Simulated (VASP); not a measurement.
Write the native input for VASP 6.6.1 that does the following.

```yaml
Task: electric field gradients
Functional: LDA
Potentials_or_basis: VASP PAW LDA potentials, release 64 (Pb_d, S)
Cutoff: 520 eV
k_mesh: 8 × 8 × 8
Occupations: fermi-dirac, width 0.01 eV
Spin: no spin polarisation
Dipole_correction: no
Further_INCAR_settings: ALGO = Normal; EDIFF = 1e-08; NBANDS = 17
```

The structure of PbS lies in POSCAR:

```
PbS
1.0
    0.0000000000      2.9650000000      3.0243000000
    2.9650000000      0.0000000000      3.0243000000
    2.9650000000      2.9650000000      0.0000000000
Pb S
1 1
Direct
    0.0000000000      0.0000000000      0.0000000000
    0.5000000000      0.5000000000      0.5000000000
```

This cell differs from its parent crystal: zz strain of +2 %.

One way to write it, as run:

INCAR

```
PREC     = Accurate       # precision mode
ENCUT    = 520            # plane-wave cutoff, eV
EDIFF    = 1E-8           # SCF threshold, eV
ISMEAR   = -1             # smearing method
SIGMA    = 0.01           # smearing width, eV
LREAL    = F              # projectors in reciprocal space
LASPH    = T              # aspherical terms in the spheres
NELM     = 100            # most SCF steps
ALGO     = Normal         # electronic algorithm
ISIF     = 2              # what is computed and relaxed
LWAVE    = F              # write WAVECAR
LCHARG   = F              # write CHGCAR
LEFG     = T            
NBANDS   = 17             # bands
```

KPOINTS

```
regular mesh
0
Gamma
  8 8 8
```

Potentials or basis: VASP PAW LDA potentials, release 64 (Pb_d, S).

Command:

```bash
$ cat potpaw_LDA.64/Pb_d/POTCAR potpaw_LDA.64/S/POTCAR > POTCAR
$ mpirun -np 1 vasp_std > vasp.out
```

It gave:

| Quantity | Value |
| --- | --- |
| Pressure | -3.5 GPa |
| Band gap on the k mesh | 0.26 eV, direct |

Caveat: the cell differs from its parent crystal (zz strain of +2 %); without QUAD_EFG the Cq values of the log hold for a quadrupole moment of 1 mb, not for the nuclei; spin-orbit coupling is left out, which moves the levels of the heavy elements.

It took 62 s on 1 thread of Intel Xeon 8259CL, on a shared host, peak memory 0.19 GiB.
